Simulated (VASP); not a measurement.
# AlGa3N4 (R3m) in VASP: further runs

AlGa3N4 is run at these levels: LDA; tasks: single point.

All numbers are computed with VASP 6.6.1; they aren't measurements. Logs are shortened: lines on timing, memory, paths and dates and some standing lists are left out, and cuts for length are marked.

## 1. The cell of the first run

The structure is trigonal, space group R3m (No. 160). Conventional cell: a = 6.702 Å, b = 6.702 Å, c = 7.494 Å, α = 90.00°, β = 90.00°, γ = 120.00°. Within 2.4 Å of Al (site symmetry 3m) lie 4 N at 1.84 to 1.99 Å. Within 2.5 Å of Ga (site symmetry m) lie 4 N at 1.89 to 2.05 Å. Within 2.5 Å of N (site symmetry m) lie 3 Ga at 1.89 to 2.05 Å and 1 Al at 1.99 Å. Within 2.4 Å of N (site symmetry 3m) lie 1 Al at 1.84 Å and 3 Ga at 2.04 Å.

## 2. Single point, LDA (12.15 Å³/atom)

File INCAR:

```
SYSTEM = AlGa3N4
PREC     = Accurate       ! precision mode
ENCUT    = 520            ! plane-wave cutoff, eV
EDIFF    = 1E-6           ! SCF threshold, eV
ISMEAR   = 0              ! smearing method
SIGMA    = 0.05           ! smearing width, eV
LREAL    = .FALSE.        ! projectors in reciprocal space
LASPH    = .TRUE.         ! aspherical terms in the spheres
NELM     = 100            ! most SCF steps
ALGO     = Normal         ! electronic algorithm
ISIF     = 2              ! what is computed and relaxed
LWAVE    = .FALSE.        ! write WAVECAR
LCHARG   = .TRUE.         ! write CHGCAR
GGA      = CA             ! functional
LELF     = .TRUE.         ! ELF
LVHAR    = .TRUE.       
NBANDS   = 41             ! bands
```

File KPOINTS:

```
Automatic mesh
0
G
  6 6 6
  0 0 0
```

File POSCAR:

```
AlGa3N4
1.0
    4.6014157298     -0.1374264224     -0.1374264224
   -0.1374264224      4.6014157298     -0.1374264224
   -0.1374264224     -0.1374264224      4.6014157298
Al Ga N
1 3 4
Direct
    0.0000000000      0.0000000000      0.0000000000
    0.5000000000      0.5000000000      0.0000000000
    0.5000000000      0.0000000000      0.5000000000
    0.0000000000      0.5000000000      0.5000000000
    0.7548078379      0.7548078379      0.2451921621
    0.7548078379      0.2451921621      0.7548078379
    0.2451921621      0.7548078379      0.7548078379
    0.2451921621      0.2451921621      0.2451921621
```

Potentials or basis: VASP PAW LDA potentials, release 64 (Al, Ga_d, N).

Launch:

```sh
$ cat potpaw_LDA.64/Al/POTCAR potpaw_LDA.64/Ga_d/POTCAR potpaw_LDA.64/N/POTCAR > POTCAR
$ mpirun -np 1 vasp_std > vasp.out
```

OUTCAR:

```text
SYSTEM = AlGa3N4
   PREC = Accurate
   ENCUT = 520
   EDIFF = 1E-6
   ISMEAR = 0
   LREAL = .FALSE.
   LASPH = .TRUE.
   NELM = 100
   ISIF = 2
   GGA = CA

 ion  position               nearest neighbor table
   1  0.000  0.000  0.000-   8 1.84   6 1.99   7 1.99   5 1.99
   2  0.500  0.500  0.000-   5 1.89   8 2.04   7 2.05   6 2.05
   3  0.500  0.000  0.500-   6 1.89   8 2.04   7 2.05   5 2.05
   4  0.000  0.500  0.500-   7 1.89   8 2.04   5 2.05   6 2.05
   5  0.755  0.755  0.245-   2 1.89   1 1.99   3 2.05   4 2.05
   6  0.755  0.245  0.755-   3 1.89   1 1.99   2 2.05   4 2.05
   7  0.245  0.755  0.755-   4 1.89   1 1.99   3 2.05   2 2.05
   8  0.245  0.245  0.245-   1 1.84   2 2.04   3 2.04   4 2.04

  LATTYP: Found a trigonal (rhomboedric) cell.
 ALAT       =     4.6055182946
 COS(alpha) =    -0.0587354675

  Lattice vectors:

 A1 = (   4.6014157298,  -0.1374264224,  -0.1374264224)
 A2 = (  -0.1374264224,   4.6014157298,  -0.1374264224)
 A3 = (  -0.1374264224,  -0.1374264224,   4.6014157298)

Analysis of symmetry for initial positions (statically):
=====================================================================
 Subroutine PRICEL returns:
 Original cell was already a primitive cell.

 Routine SETGRP: Setting up the symmetry group for a
 trigonal (rhombohedral) supercell.

 Subroutine GETGRP returns: Found  6 space group operations
 (whereof  6 operations were pure point group operations)
 out of a pool of 12 trial point group operations.

The static configuration has the point symmetry C_3v.

Analysis of symmetry for dynamics (positions and initial velocities):
=====================================================================
 Subroutine PRICEL returns:
 Original cell was already a primitive cell.

 Routine SETGRP: Setting up the symmetry group for a
 trigonal (rhombohedral) supercell.

 Subroutine GETGRP returns: Found  6 space group operations
 (whereof  6 operations were pure point group operations)
 out of a pool of 12 trial point group operations.

The dynamic configuration has the point symmetry C_3v.

 Subroutine INISYM returns: Found  6 space group operations
 (whereof  6 operations are pure point group operations),
 and found     1 'primitive' translations

----------------------------------------------------------------------------------------

                                     Primitive cell

  volume of cell :      97.1600

  direct lattice vectors                    reciprocal lattice vectors
     4.601415730 -0.137426422 -0.137426422     0.217724791  0.006702780  0.006702780
    -0.137426422  4.601415730 -0.137426422     0.006702780  0.217724791  0.006702780
    -0.137426422 -0.137426422  4.601415730     0.006702780  0.006702780  0.217724791

  length of vectors
     4.605518295  4.605518295  4.605518295     0.217931042  0.217931042  0.217931042

  position of ions in fractional coordinates (direct lattice)
     0.000000000  0.000000000  0.000000000
     0.500000000  0.500000000  0.000000000
     0.500000000  0.000000000  0.500000000
     0.000000000  0.500000000  0.500000000
     0.754807838  0.754807838  0.245192162
     0.754807838  0.245192162  0.754807838
     0.245192162  0.754807838  0.754807838
     0.245192162  0.245192162  0.245192162

  ion indices of the primitive-cell ions
   primitive index   ion index
                 1           1
                 2           2
                 3           3
                 4           4
                 5           5
                 6           6
                 7           7
                 8           8

----------------------------------------------------------------------------------------

 KPOINTS: Automatic mesh

Automatic generation of k-mesh.
 Grid dimensions read from file:
 generate k-points for:    6    6    6

 Generating k-lattice:

  Cartesian coordinates                     Fractional coordinates (reciprocal lattice)
     0.036287465  0.001117130  0.001117130     0.166666667  0.000000000  0.000000000
     0.001117130  0.036287465  0.001117130     0.000000000  0.166666667  0.000000000
     0.001117130  0.001117130  0.036287465     0.000000000  0.000000000  0.166666667

  Length of vectors
     0.036321840  0.036321840  0.036321840

  Shift w.r.t. Gamma in fractional coordinates (k-lattice)
     0.000000000  0.000000000  0.000000000

 Subroutine IBZKPT returns following result:
 ===========================================

 Found     32 irreducible k-points:

 Following reciprocal coordinates:
            Coordinates               Weight
  0.000000  0.000000  0.000000      1.000000
  0.166667  0.000000  0.000000      6.000000
  0.333333  0.000000  0.000000      6.000000
  0.500000 -0.000000 -0.000000      3.000000
  0.166667  0.166667 -0.000000      6.000000
  0.333333  0.166667  0.000000     12.000000
[... 16 lines left out ...]
  0.500000  0.500000  0.166667      6.000000
 -0.333333  0.500000  0.166667     12.000000
 [... further k-points ...]
   k-points           NKPTS =     32   k-points in BZ     NKDIM =     32   number of bands    NBANDS=     41
   number of dos      NEDOS =    301   number of ions     NIONS =      8
   total plane-waves  NPLWV =  46656
   dimension x,y,z NGX =    36 NGY =   36 NGZ =   36
   dimension x,y,z NGXF=    72 NGYF=   72 NGZF=   72
   ions per type =               1   3   4
   NGX,Y,Z   is equivalent  to a cutoff of  12.99, 12.99, 12.99 a.u.
   NGXF,Y,Z  is equivalent  to a cutoff of  25.99, 25.99, 25.99 a.u.
 SYSTEM =  AlGa3N4
   PREC   = accura    normal or accurate (medium, high low for compatibility)
   ISTART =      0    job   : 0-new  1-cont  2-samecut
   ICHARG =      2    charge: 1-file 2-atom 10-const
   ISPIN  =      1    spin polarized calculation?
   LNONCOLLINEAR =      F non collinear calculations
   LSORBIT =      F    spin-orbit coupling
   LASPH  =      T    aspherical Exc in radial PAW
   ENCUT  =  520.0 eV  38.22 Ry    6.18 a.u.   8.56  8.56  8.56*2*pi/ulx,y,z
   NELM   =    100;   NELMIN=  2; NELMDL= -5     # of ELM steps
   EDIFF  = 0.1E-05   stopping-criterion for ELM
   LREAL  =      F    real-space projection
   EDIFFG = 0.1E-04   stopping-criterion for IOM
   NSW    =      0    number of steps for IOM
   IBRION =     -1    ionic relax: 0-MD 1-quasi-New 2-CG
   NFREE  =      0    steps in history (QN), initial steepest desc. (CG)
   ISIF   =      2    stress and relaxation
   ISYM   =      2    0-nonsym 1-usesym 2-fastsym
   POTIM  = 0.5000    time-step for ionic-motion
   TEBEG  =    0.0;   TEEND  =   0.0 temperature during run
   PSTRESS=    0.0 pullay stress
   NELECT =      62.0000    total number of electrons
   NUPDOWN=      -1.0000    fix difference up-down
   EMIN   =  10.00;   EMAX   =-10.00  energy-range for DOS
   EFERMI =   0.00;   METHOD = LEGACY
   ISMEAR =     0;   SIGMA  =   0.05  broadening in eV -4-tet -1-fermi 0-gaus
   EFERMI_NEDOS =   21; number of points for ismear=-14 and -15
   IALGO  =     38    algorithm
   IMIX   =      4    mixing-type and parameters
     AMIX     =   0.40;   BMIX     =  1.00
     AMIX_MAG =   1.60;   BMIX_MAG =  1.00
  volume/ion in A,a.u.               =      12.15        81.96
  Fermi-wavevector in a.u.,A,eV,Ry     =   1.409428  2.663433 27.027800  1.986487
  Thomas-Fermi vector in A             =   2.531485
   LORBIT       =      0    0 simple, 1 ext, 2 COOP (PROOUT), +10 PAW based schemes
   GGA     = CA    functional components
   LHFCALC =     F    Hartree Fock is set to
   AEXX    =    0.0000 exact exchange contribution
   IVDW    =     0    specifies the selected vdW correction
   LEPSILON=     F    determine dielectric tensor
   LRPA    =     F    only Hartree local field effects (RPA)
 non-spin polarized calculation
 Gauss-broadening in eV      SIGMA  =   0.05
  energy-cutoff  :      520.00
  volume of cell :       97.16
 maximum number of plane-waves:      2652
 NGX is ok and might be reduce to    36
   NGX = 17   NGY = 17   NGZ = 17

 number of electron      62.0000070 magnetization

 Free energy of the ion-electron system (eV)
  ---------------------------------------------------
  ext. energy  EPLUGINS =         0.00000000
  ---------------------------------------------------
  free energy    TOTEN  =       -57.07020090 eV

  energy without entropy =      -57.07020090  energy(sigma->0) =      -57.07020090

 E-fermi :   4.6853     XC(G=0): -11.5046

 val. band max:        4.4700571416   @ k =   0.0000   0.0000   0.0000
 cond. band min:       5.9566151753   @ k =   0.0000   0.0000   0.0000
 fundamental gap:      1.4865580337
 Fermi energy:         4.6852724046

 k-point     1 :       0.0000    0.0000    0.0000
  band No.  band energies     occupation
      1     -10.6526      2.00000
      2      -9.9258      2.00000
      3      -9.9258      2.00000
      4      -9.7489      2.00000
      5      -8.9583      2.00000
      6      -8.9560      2.00000
[... 33 lines left out ...]
     40      13.7304      0.00000
     41      15.4221      0.00000

 k-point     2 :       0.1667    0.0000    0.0000
  band No.  band energies     occupation
      1     -10.5629      2.00000
      2      -9.9317      2.00000
      3      -9.9263      2.00000
      4      -9.7482      2.00000
      5      -8.9564      2.00000
      6      -8.9510      2.00000
[... 33 lines left out ...]
     40      13.9773      0.00000
     41      15.2664      0.00000

 k-point     3 :       0.3333    0.0000    0.0000
  band No.  band energies     occupation
      1     -10.3436      2.00000
      2      -9.9613      2.00000
      3      -9.9276      2.00000
      4      -9.7477      2.00000
      5      -8.9418      2.00000
      6      -8.9334      2.00000
[... 33 lines left out ...]
     40      14.5657      0.00000
     41      14.8517      0.00000

 k-point     4 :       0.5000   -0.0000   -0.0000
  band No.  band energies     occupation
      1     -10.1804      2.00000
      2     -10.0151      2.00000
      3      -9.9282      2.00000
      4      -9.7481      2.00000
      5      -8.9269      2.00000
      6      -8.9022      2.00000
[... 825 lines left out ...]
     40      14.0797      0.00000
     41      14.3703      0.00000

 k-point    23 :       0.5000    0.5000    0.1667
  band No.  band energies     occupation
      1     -10.0948      2.00000
      2      -9.9872      2.00000
      3      -9.9610      2.00000
      4      -9.7502      2.00000
      5      -8.9508      2.00000
      6      -8.9377      2.00000
[... 33 lines left out ...]
     40      13.8075      0.00000
     41      13.8241      0.00000

 k-point    24 :      -0.3333    0.5000    0.1667
  band No.  band energies     occupation
      1     -10.1149      2.00000
      2      -9.9917      2.00000
      3      -9.9619      2.00000
      4      -9.7485      2.00000
      5      -8.9583      2.00000
      6      -8.9351      2.00000
[... 33 lines left out ...]
     40      13.7100      0.00000
     41      13.9541      0.00000

 [... further k-points ...]

------------------------ aborting loop because EDIFF is reached ----------------------------------------

  FORCE on cell =-STRESS in cart. coord.  units (eV):
  Direction    XX          YY          ZZ          XY          YZ          ZX
  --------------------------------------------------------------------------------------
  -------------------------------------------------------------------------------------
  Total       -9.4654802     -9.4654802     -9.4654802      6.0411505      6.0411505      6.0411505
  in kB     -156.0866384   -156.0866384   -156.0866384     99.6191266     99.6191266     99.6191266
  external PRESSURE =    -156.0866384 kB  Pullay stress =       0.0000000 kB

 VOLUME and BASIS-vectors are now :
 -----------------------------------------------------------------------------
  energy-cutoff  :      520.00
  volume of cell :       97.16
      direct lattice vectors                 reciprocal lattice vectors
     4.601415730 -0.137426422 -0.137426422     0.217724791  0.006702780  0.006702780
    -0.137426422  4.601415730 -0.137426422     0.006702780  0.217724791  0.006702780
    -0.137426422 -0.137426422  4.601415730     0.006702780  0.006702780  0.217724791

 POSITION                                       TOTAL-FORCE (eV/Angst)
 -----------------------------------------------------------------------------------
      0.00000      0.00000      0.00000        -0.450542     -0.450542     -0.450542
      2.23199      2.23199     -0.13743        -0.462288     -0.462288     -0.392055
      2.23199     -0.13743      2.23199        -0.462288     -0.392055     -0.462288
     -0.13743      2.23199      2.23199        -0.392055     -0.462288     -0.462288
      3.33576      3.33576      0.92077         0.460624      0.460624      0.364057
      3.33576      0.92077      3.33576         0.460624      0.364057      0.460624
      0.92077      3.33576      3.33576         0.364057      0.460624      0.460624
      1.06084      1.06084      1.06084         0.481869      0.481869      0.481869
 -----------------------------------------------------------------------------------
    total drift:                                0.000067      0.000067      0.000066

  FREE ENERGIE OF THE ION-ELECTRON SYSTEM (eV)
  ---------------------------------------------------
  free  energy   TOTEN  =       -57.0702008988 eV

  energy  without entropy=      -57.0702008988  energy(sigma->0) =      -57.07020090
```

Wall time 62 s (1 thread of Intel Xeon 6975P-C (Granite Rapids), shared host); peak memory 0.23 GiB.

Results:

```
Free energy            : -57.0702 eV
Pressure               : -15.6 GPa
Largest force          : 0.835 eV/Å
Band gap on the k mesh : 1.49 eV
```

Forces in eV/Å, atoms in the order of the input:
```
Al  -0.451 -0.451 -0.451
Ga  -0.462 -0.462 -0.392
Ga  -0.462 -0.392 -0.462
Ga  -0.392 -0.462 -0.462
N    0.461  0.461  0.364
N    0.461  0.364  0.461
N    0.364  0.461  0.461
N    0.482  0.482  0.482
```

Stress tensor (GPa, compression positive):
```
-15.61   9.96   9.96
  9.96 -15.61   9.96
  9.96   9.96 -15.61
```

Levels at points of the mesh, in eV from the valence-band top:
| k point | band 29 | band 30 | band 31 | band 32 | band 33 | band 34 |
| --- | --- | --- | --- | --- | --- | --- |
| (0.00, 0.00, 0.00) | -0.23 | -0.23 | 0.00 | 1.49 | 3.04 | 3.04 |
| (0.50, 0.00, 0.00) | -1.50 | -1.24 | -1.01 | 4.21 | 4.28 | 5.64 |
| (0.50, 0.50, 0.00) | -1.08 | -0.86 | -0.65 | 5.46 | 5.56 | 5.89 |
| (0.50, 0.50, 0.50) | -0.66 | -0.66 | -0.65 | 3.60 | 4.28 | 4.28 |

Caveat: the cell stands under tension.

(Part 1 of 2 ends here.)
